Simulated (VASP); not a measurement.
# BiTe (Fm-3m) in VASP: single point with PBE

Aim: the single point of BiTe with PBE.

All numbers are computed with VASP 6.6.1; they aren't measurements. Logs are shortened: lines on timing, memory, paths and dates and some standing lists are left out, and cuts for length are marked.

## 1. The cell of the first run

The structure is cubic, space group Fm-3m (No. 225). Conventional cell: a = 6.470 Å, b = 6.470 Å, c = 6.470 Å, α = 90.00°, β = 90.00°, γ = 90.00°. Bi (site symmetry m-3m) has 6 Te at 3.24 Å within 4.3 Å. Te (site symmetry m-3m) has 6 Bi at 3.24 Å within 4.3 Å.

## 2. Single point, PBE

INCAR reads:

```
  PREC = Accurate
  ENCUT = 500
  EDIFF = 1E-6
  ISMEAR = 1
  SIGMA = 0.15
  LREAL = F
  LASPH = T
  NELM = 120
  ALGO = Normal
  ISIF = 2
  LWAVE = F
  LCHARG = T
  GGA = PE
  LELF = T
  LVHAR = T
  NBANDS = 18
  GGA_COMPAT = F
```

KPOINTS reads:

```
regular mesh
0
Gamma
  7 7 7
```

POSCAR reads:

```
BiTe
1.0
    4.5749810000      0.0000000000      0.0000000000
    2.2874905000      3.9620497678      0.0000000000
    2.2874905000      1.3206832559      3.7354563443
Bi Te
1 1
Direct
    0.0000000000      0.0000000000      0.0000000000
    0.5000000000      0.5000000000      0.5000000000
```

Potentials or basis: VASP PAW PBE potentials, release 64 (Bi_d, Te).

Started as:

```
$ cat potpaw_PBE.64/Bi_d/POTCAR potpaw_PBE.64/Te/POTCAR > POTCAR
$ mpirun -np 1 vasp_std > vasp.out
```

OUTCAR:

```text
PREC = Accurate
   ENCUT = 500
   EDIFF = 1E-6
   ISMEAR = 1
   LREAL = F
   LASPH = T
   NELM = 120
   ISIF = 2
   GGA = PE

 ion  position               nearest neighbor table
   1  0.000  0.000  0.000-   2 3.24   2 3.24   2 3.24   2 3.24   2 3.24   2 3.24
   2  0.500  0.500  0.500-   1 3.24   1 3.24   1 3.24   1 3.24   1 3.24   1 3.24

  LATTYP: Found a face centered cubic cell.
 ALAT       =     6.4700001778

  Lattice vectors:

 A1 = (   4.5749810000,   0.0000000000,   0.0000000000)
 A2 = (   2.2874905000,   3.9620497678,   0.0000000000)
 A3 = (   2.2874905000,   1.3206832559,   3.7354563443)

Analysis of symmetry for initial positions (statically):
=====================================================================
 Subroutine PRICEL returns:
 Original cell was already a primitive cell.

 Routine SETGRP: Setting up the symmetry group for a
 face centered cubic supercell.

 Subroutine GETGRP returns: Found 48 space group operations
 (whereof 48 operations were pure point group operations)
 out of a pool of 48 trial point group operations.

The static configuration has the point symmetry O_h .

Analysis of symmetry for dynamics (positions and initial velocities):
=====================================================================
 Subroutine PRICEL returns:
 Original cell was already a primitive cell.

 Routine SETGRP: Setting up the symmetry group for a
 face centered cubic supercell.

 Subroutine GETGRP returns: Found 48 space group operations
 (whereof 48 operations were pure point group operations)
 out of a pool of 48 trial point group operations.

The dynamic configuration has the point symmetry O_h .

 Subroutine INISYM returns: Found 48 space group operations
 (whereof 48 operations are pure point group operations),
 and found     1 'primitive' translations

----------------------------------------------------------------------------------------

                                     Primitive cell

  volume of cell :      67.7100

  direct lattice vectors                    reciprocal lattice vectors
     4.574981000  0.000000000  0.000000000     0.218580143 -0.126197304 -0.089234970
     2.287490500  3.962049768  0.000000000     0.000000000  0.252394608 -0.089234970
     2.287490500  1.320683256  3.735456344     0.000000000  0.000000000  0.267704909

  length of vectors
     4.574981000  4.574981000  4.574981000     0.267704909  0.267704909  0.267704909

  position of ions in fractional coordinates (direct lattice)
     0.000000000  0.000000000  0.000000000
     0.500000000  0.500000000  0.500000000

  ion indices of the primitive-cell ions
   primitive index   ion index
                 1           1
                 2           2

----------------------------------------------------------------------------------------

 KPOINTS: regular mesh

Automatic generation of k-mesh.
 Grid dimensions read from file:
 generate k-points for:    7    7    7

 Generating k-lattice:

  Cartesian coordinates                     Fractional coordinates (reciprocal lattice)
     0.031225735 -0.018028186 -0.012747853     0.142857143  0.000000000 -0.000000000
     0.000000000  0.036056373 -0.012747853     0.000000000  0.142857143 -0.000000000
     0.000000000  0.000000000  0.038243558     0.000000000  0.000000000  0.142857143

  Length of vectors
     0.038243558  0.038243558  0.038243558

  Shift w.r.t. Gamma in fractional coordinates (k-lattice)
     0.000000000  0.000000000  0.000000000

 Subroutine IBZKPT returns following result:
 ===========================================

 Found     20 irreducible k-points:

 Following reciprocal coordinates:
            Coordinates               Weight
  0.000000  0.000000  0.000000      1.000000
  0.142857 -0.000000 -0.000000      8.000000
  0.285714 -0.000000 -0.000000      8.000000
  0.428571  0.000000  0.000000      8.000000
  0.142857  0.142857  0.000000      6.000000
  0.285714  0.142857 -0.000000     24.000000
[... 12 lines left out ...]
 -0.428571  0.428571  0.142857     24.000000
 -0.285714  0.428571  0.142857     24.000000
   k-points           NKPTS =     20   k-points in BZ     NKDIM =     20   number of bands    NBANDS=     18
   number of dos      NEDOS =    301   number of ions     NIONS =      2
   total plane-waves  NPLWV =  46656
   dimension x,y,z NGX =    36 NGY =   36 NGZ =   36
   dimension x,y,z NGXF=    72 NGYF=   72 NGZF=   72
   ions per type =               1   1
   NGX,Y,Z   is equivalent  to a cutoff of  13.08, 13.08, 13.08 a.u.
   NGXF,Y,Z  is equivalent  to a cutoff of  26.16, 26.16, 26.16 a.u.
 SYSTEM =  unknown system
   PREC   = accura    normal or accurate (medium, high low for compatibility)
   ISTART =      0    job   : 0-new  1-cont  2-samecut
   ICHARG =      2    charge: 1-file 2-atom 10-const
   ISPIN  =      1    spin polarized calculation?
   LNONCOLLINEAR =      F non collinear calculations
   LSORBIT =      F    spin-orbit coupling
   LASPH  =      T    aspherical Exc in radial PAW
   ENCUT  =  500.0 eV  36.75 Ry    6.06 a.u.   8.34  8.34  8.34*2*pi/ulx,y,z
   NELM   =    120;   NELMIN=  2; NELMDL= -5     # of ELM steps
   EDIFF  = 0.1E-05   stopping-criterion for ELM
   LREAL  =      F    real-space projection
   EDIFFG = 0.1E-04   stopping-criterion for IOM
   NSW    =      0    number of steps for IOM
   IBRION =     -1    ionic relax: 0-MD 1-quasi-New 2-CG
   NFREE  =      0    steps in history (QN), initial steepest desc. (CG)
   ISIF   =      2    stress and relaxation
   ISYM   =      2    0-nonsym 1-usesym 2-fastsym
   POTIM  = 0.5000    time-step for ionic-motion
   TEBEG  =    0.0;   TEEND  =   0.0 temperature during run
   PSTRESS=    0.0 pullay stress
   NELECT =      21.0000    total number of electrons
   NUPDOWN=      -1.0000    fix difference up-down
   EMIN   =  10.00;   EMAX   =-10.00  energy-range for DOS
   EFERMI =   0.00;   METHOD = LEGACY
   ISMEAR =     1;   SIGMA  =   0.15  broadening in eV -4-tet -1-fermi 0-gaus
   EFERMI_NEDOS =   21; number of points for ismear=-14 and -15
   IALGO  =     38    algorithm
   IMIX   =      4    mixing-type and parameters
     AMIX     =   0.40;   BMIX     =  1.00
     AMIX_MAG =   1.60;   BMIX_MAG =  1.00
  volume/ion in A,a.u.               =      33.86       228.46
  Fermi-wavevector in a.u.,A,eV,Ry     =   1.108146  2.094092 16.707784  1.227987
  Thomas-Fermi vector in A             =   2.244669
   LORBIT       =      0    0 simple, 1 ext, 2 COOP (PROOUT), +10 PAW based schemes
   GGA     = PE    functional components
   LHFCALC =     F    Hartree Fock is set to
   AEXX    =    0.0000 exact exchange contribution
   IVDW    =     0    specifies the selected vdW correction
   LEPSILON=     F    determine dielectric tensor
   LRPA    =     F    only Hartree local field effects (RPA)
 non-spin polarized calculation
 Methfessel and Paxton  Order N= 1 SIGMA  =   0.15
  energy-cutoff  :      500.00
  volume of cell :       67.71
 maximum number of plane-waves:      1759
 NGX is ok and might be reduce to    36
   NGX = 17   NGY = 17   NGZ = 17

 number of electron      21.0000001 magnetization

 Free energy of the ion-electron system (eV)
  ---------------------------------------------------
  ext. energy  EPLUGINS =         0.00000000
  ---------------------------------------------------
  free energy    TOTEN  =        -7.14847550 eV

  energy without entropy =       -7.13975741  energy(sigma->0) =       -7.14556947

 E-fermi :   6.6939     XC(G=0):  -9.4311

 val. band max:        6.6906273855   @ k =  -0.4286   0.1429  -0.0000
 cond. band min:       6.7174247973   @ k =   0.1429   0.1429   0.0000
 fundamental gap:      0.0267974118
 Fermi energy:         6.6938829466

 k-point     1 :       0.0000    0.0000    0.0000
  band No.  band energies     occupation
      1     -16.4996      2.00000
      2     -16.4996      2.00000
      3     -16.4971      2.00000
      4     -16.4971      2.00000
      5     -16.4971      2.00000
      6      -6.8676      2.00000
[... 10 lines left out ...]
     17      12.7710      0.00000
     18      13.2125      0.00000

 k-point     2 :       0.1429   -0.0000   -0.0000
  band No.  band energies     occupation
      1     -16.5003      2.00000
      2     -16.5003      2.00000
      3     -16.4967      2.00000
      4     -16.4959      2.00000
      5     -16.4959      2.00000
      6      -6.6855      2.00000
[... 10 lines left out ...]
     17      13.9032      0.00000
     18      14.2849      0.00000

 k-point     3 :       0.2857   -0.0000   -0.0000
  band No.  band energies     occupation
      1     -16.5023      2.00000
      2     -16.5023      2.00000
      3     -16.4959      2.00000
      4     -16.4928      2.00000
      5     -16.4928      2.00000
      6      -6.1500      2.00000
[... 10 lines left out ...]
     17      15.8723      0.00000
     18      16.3970      0.00000

 k-point     4 :       0.4286    0.0000    0.0000
  band No.  band energies     occupation
      1     -16.5040      2.00000
      2     -16.5040      2.00000
      3     -16.4953      2.00000
      4     -16.4903      2.00000
      5     -16.4903      2.00000
      6      -5.3047      2.00000
[... 291 lines left out ...]
      4     -16.4916      2.00000
      5     -16.4889      2.00000
      6      -5.0070      2.00000
[... 10 lines left out ...]
     17      15.7325      0.00000
     18      17.1012      0.00000

 k-point    19 :      -0.4286    0.4286    0.1429
  band No.  band energies     occupation
      1     -16.5104      2.00000
      2     -16.4978      2.00000
      3     -16.4976      2.00000
      4     -16.4895      2.00000
      5     -16.4872      2.00000
      6      -5.0117      2.00000
[... 10 lines left out ...]
     17      16.5729      0.00000
     18      17.0219      0.00000

 k-point    20 :      -0.2857    0.4286    0.1429
  band No.  band energies     occupation
      1     -16.5088      2.00000
      2     -16.4993      2.00000
      3     -16.4948      2.00000
      4     -16.4921      2.00000
      5     -16.4872      2.00000
      6      -4.6075      2.00000
[... 10 lines left out ...]
     17      16.0372      0.00000
     18      16.8869      0.00000

------------------------ aborting loop because EDIFF is reached ----------------------------------------

  FORCE on cell =-STRESS in cart. coord.  units (eV):
  Direction    XX          YY          ZZ          XY          YZ          ZX
  --------------------------------------------------------------------------------------
  -------------------------------------------------------------------------------------
  Total        0.3675201      0.3675201      0.3675201     -0.0000000     -0.0000000      0.0000000
  in kB        8.6963855      8.6963855      8.6963855     -0.0000000     -0.0000000      0.0000000
  external PRESSURE =       8.6963855 kB  Pullay stress =       0.0000000 kB

 VOLUME and BASIS-vectors are now :
 -----------------------------------------------------------------------------
  energy-cutoff  :      500.00
  volume of cell :       67.71
      direct lattice vectors                 reciprocal lattice vectors
     4.574981000  0.000000000  0.000000000     0.218580143 -0.126197304 -0.089234970
     2.287490500  3.962049768  0.000000000     0.000000000  0.252394608 -0.089234970
     2.287490500  1.320683256  3.735456344     0.000000000  0.000000000  0.267704909

 POSITION                                       TOTAL-FORCE (eV/Angst)
 -----------------------------------------------------------------------------------
      0.00000      0.00000      0.00000         0.000000     -0.000000      0.000000
      4.57498      2.64137      1.86773        -0.000000      0.000000      0.000000
 -----------------------------------------------------------------------------------
    total drift:                                0.000000     -0.000000     -0.000000

  FREE ENERGIE OF THE ION-ELECTRON SYSTEM (eV)
  ---------------------------------------------------
  free  energy   TOTEN  =        -7.1484755049 eV

  energy  without entropy=       -7.1397574116  energy(sigma->0) =       -7.14556947
```

Wall time 15 s (1 thread of Intel Xeon Platinum 8488C (Sapphire Rapids), shared host); peak memory 0.21 GiB.

Results:

```yaml
Free_energy: -7.1485 eV
Pressure: 0.9 GPa
```

Caveat: spin-orbit coupling is left out, which moves the levels of the heavy elements.
